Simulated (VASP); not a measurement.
Write the native input for VASP 6.6.1 that does the following.

| Quantity | Value |
| --- | --- |
| Task | single point |
| Functional | PBE |
| Potentials or basis | VASP PAW PBE potentials, release 64 (Sc_sv, Al) |
| Cutoff | 520 eV |
| k mesh | 6 × 6 × 1 |
| Occupations | gaussian, width 0.1 eV |
| Spin | collinear spin |
| Starting moments | [1.0, 1.0, 1.0, 1.0, 1.0, 1.0, 0.0, 0.0, 0.0, 0.0] μB |
| Dipole correction | no |
| Further INCAR settings | ALGO = Normal; EDIFF = 1e-07; NBANDS = 54 |

The structure of Sc3Al2 lies in POSCAR:

```
Sc3Al2
1.0
    3.2186148666      0.0000000000      0.0000000000
   -1.6093074333      2.7874022395      0.0000000000
    0.0000000000      0.0000000000     24.0944381707
Sc Al
6 4
Direct
    0.3333333333      0.6666666667      0.5000000000
    0.6666666667      0.3333333333      0.0000000000
    0.6666666667      0.3333333333      0.1944956537
    0.6666666667      0.3333333333      0.3902866739
    0.6666666667      0.3333333333      0.6097133261
    0.6666666667      0.3333333333      0.8055043463
    0.3333333333      0.6666666667      0.9026827498
    0.3333333333      0.6666666667      0.0973172502
    0.3333333333      0.6666666667      0.2920070876
    0.3333333333      0.6666666667      0.7079929124
```

The input as run:

INCAR

```
PREC = Accurate ; ENCUT = 520
EDIFF = 1E-7 ; ISMEAR = 0
SIGMA = 0.1 ; LREAL = F
LASPH = T ; NELM = 150
ALGO = Normal ; ISIF = 2
LWAVE = F ; LCHARG = F
ISPIN = 2 ; MAGMOM = 1 1 1 1 1 1 0 0 0 0
LORBIT = 11 ; LMAXMIX = 4
GGA = PE ; NBANDS = 54
```

KPOINTS

```
Automatic mesh
0
Gamma
  6 6 1
```

Potentials or basis: VASP PAW PBE potentials, release 64 (Sc_sv, Al).

Launch:

```bash
$ cat potpaw_PBE.64/Sc_sv/POTCAR potpaw_PBE.64/Al/POTCAR > POTCAR
$ mpirun -np 1 vasp_std > vasp.out
```

Results of the run:

```
Pressure                                              : 0.3 GPa
Largest force                                         : 0.049 eV/Å
Net moment                                            : 2.48 μB per cell
Site moments                                          : Sc +0.24, +0.32, +0.27, +0.10 (each value once); Al +0.00, +0.01 (each value once) μB
Valence electrons inside the program's atomic spheres : Sc 9.42, 9.41, 9.40 (each value once); Al 0.78
```

Caveat: the k points lie up to 0.38 Å⁻¹ apart; a moment this small can come from the mesh or the smearing.

It took 7.7 min on 1 thread of Intel(R) Xeon(R) Platinum 8375C CPU @ 2.90GHz (Ice Lake), on a shared host, peak memory 0.44 GiB.
